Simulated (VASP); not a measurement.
**SiC: single point with PBE**

The system is SiC.

```
Si C
1.0
     0.00000    2.28814    2.17400
     2.17400    0.00000    2.17400
     2.17400    2.28814    0.00000
Si C
1 1
Cartesian
  0.0000 0.0000 0.0000
  3.2610 3.4322 3.2610
```

This cell differs from its parent crystal: strain +0.0525 x Voigt [0, 1, 0, 0, 0, 0].

```json
{
  "Program": "VASP 6.6.1",
  "Task": "single point",
  "Functional": "PBE",
  "Potentials or basis": "VASP PAW PBE potentials, release 64 (Si, C)",
  "Cutoff": "520 eV",
  "k mesh": "12 × 12 × 12",
  "Occupations": "gaussian, width 0.05 eV",
  "Spin": "no spin polarisation"
}
```

The pressure is -6.1 GPa. The band gap on the k mesh is 1.13 eV, indirect (least direct gap 4.45 eV).

Stress tensor (GPa, compression positive):
```
 -1.28   0.00   0.00
  0.00 -15.67   0.00
  0.00   0.00  -1.28
```

Levels at points of the mesh, in eV from the valence-band top:
```tsv
k point	band 1	band 2	band 3	band 4	band 5	band 6	band 7	band 8
(0.00, 0.00, 0.00)	-15.19	-0.37	0.00	0.00	5.56	6.84	6.84	6.97
(0.50, 0.00, 0.00)	-11.78	-8.42	-1.48	-0.86	4.68	6.81	7.29	9.71
(0.50, 0.50, 0.00)	-10.25	-7.58	-3.44	-3.35	1.13	3.76	12.54	14.05
(0.50, 0.00, 0.50)	-10.62	-8.20	-2.87	-2.87	1.58	4.62	13.51	13.51
```

Wall time 27 s on 1 thread of Intel(R) Xeon(R) Platinum 8375C CPU @ 2.90GHz (Ice Lake), with other jobs on the host, peak memory 0.15 GiB.

Caveat: the cell differs from its parent crystal (strain +0.0525 x Voigt [0, 1, 0, 0, 0, 0]). A k mesh can miss the band edges.
